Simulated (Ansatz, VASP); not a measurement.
# One calculation of BP, two programs

```
B P
1.0
     0.00000    2.26488    2.26488
     2.26488    0.00000    2.26488
     2.26488    2.26488    0.00000
B P
1 1
Direct
  0.00000 0.00000 0.00000
  0.25000 0.25000 0.25000
```

Alike in both runs: task single point; functional r2SCAN; k mesh 10 × 10 × 10; no spin polarisation.

|  | VASP | Ansatz |
| --- | --- | --- |
| version | VASP 6.6.1 | Ansatz 0.2.0 |
| potentials or method | VASP PAW PBE potentials, release 64 (B, P), cutoff 550 eV | PAW plane waves |
| occupations | methfessel-paxton of order 1, width 0.0181 eV | cold, width 0.0181 eV |
| valence electrons in the cell | 8 | 8 |

Ansatz gave:

| Item | Value |
| --- | --- |
| gap on the k mesh at the Fermi level (eV) | 1.41 |
| pressure (GPa) | 0.8 |

Question: Which values does VASP return?

Answer: gap on the k mesh at the Fermi level (eV): 1.44; pressure (GPa): 0.2.

VASP's potentials were made for PBE, not for r2SCAN.
